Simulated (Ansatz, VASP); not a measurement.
**PbS in VASP and in Ansatz**

Contents of POSCAR:

```
PbS
1.0
    0.0000000000      2.9650000000      2.9650000000
    2.9650000000      0.0000000000      2.9650000000
    2.9650000000      2.9650000000      0.0000000000
Pb S
1 1
Direct
    0.0000000000      0.0000000000      0.0000000000
    0.5073020692      0.5073020692      0.5073020692
```

INCAR.step1

```
PREC     = Accurate       # precision mode
ENCUT    = 550            # plane-wave cutoff, eV
ISMEAR   = 0              # smearing method
SIGMA    = 0.05           # smearing width, eV
LREAL    = F              # projectors in reciprocal space
LASPH    = T              # aspherical terms in the spheres
NELM     = 120            # most SCF steps
NBANDS   = 17             # bands
GGA      = PE             # functional
ALGO     = Normal         # electronic algorithm
EDIFF    = 1E-5           # SCF threshold, eV
LWAVE    = T              # write WAVECAR
LCHARG   = F              # write CHGCAR
GGA_COMPAT= F
```

The input INCAR.step2:

```
PREC     = Accurate       # precision mode
ENCUT    = 550            # plane-wave cutoff, eV
EDIFF    = 1E-6           # SCF threshold, eV
ISMEAR   = 0              # smearing method
SIGMA    = 0.05           # smearing width, eV
LREAL    = F              # projectors in reciprocal space
LASPH    = T              # aspherical terms in the spheres
NELM     = 120            # most SCF steps
ALGO     = Normal         # electronic algorithm
ISIF     = 2              # what is computed and relaxed
LWAVE    = F              # write WAVECAR
LCHARG   = F              # write CHGCAR
METAGGA  = R2SCAN         # meta-GGA
LMIXTAU  = T            
NBANDS   = 17             # bands
ISTART   = 1            
GGA_COMPAT= F
```

KPOINTS

```
regular mesh
0
Gamma
  8 8 8
```

Input for Ansatz:

```yaml
crystal:
  lattice:
    - [0.0, 2.965, 2.965]
    - [2.965, 0.0, 2.965]
    - [2.965, 2.965, 0.0]
  atoms:
    - { symbol: Pb, position: [0.0, 0.0, 0.0] }
    - { symbol: S, position: [0.5073020692, 0.5073020692, 0.5073020692] }
basis:
  ecutwfc: 500
kpoints:
  mp_grid: { grid: [8, 8, 8] }
hamiltonian:
  xc: r2scan
scf:
  occupations: { method: gaussian, width: 0.05 }
output:
  forces: true
  stress: true
  eigenvalues: true
```

Change from the starting cell: all S atoms moved +0.075 Å, as atom 2 along Cartesian [1 1 1].

Alike in both runs: task single point; functional r2SCAN; k mesh 8 × 8 × 8; occupations gaussian, width 0.05 eV; no spin polarisation.

|  | VASP | Ansatz |
| --- | --- | --- |
| version | VASP 6.6.1 | Ansatz 0.2.0 |
| potentials or method | VASP PAW PBE potentials, release 64 (Pb_d, S), cutoff 550 eV | scalar-relativistic, plane waves, PAW |
| valence electrons in the cell | 20 | 20 |

|  | VASP | Ansatz | Ansatz less VASP |
| --- | --- | --- | --- |
| gap on the k mesh at the Fermi level (eV) | 0.64 | 0.63 | -0.010 |
| least direct gap on the mesh (eV) | 0.64 | 0.63 | -0.010 |
| pressure (GPa) | 1.4 | 1.4 | +0.01 |
| rms of the force components (eV/Å) | 0.021 | 0.019 | -0.0020 |

VASP's potentials were made for PBE, not for r2SCAN. Atom by atom the forces differ by 0.002 eV/Å (rms over components). The functional is the same, so the differences come from potentials, cutoffs and numerics.

Spin-orbit coupling is off throughout.
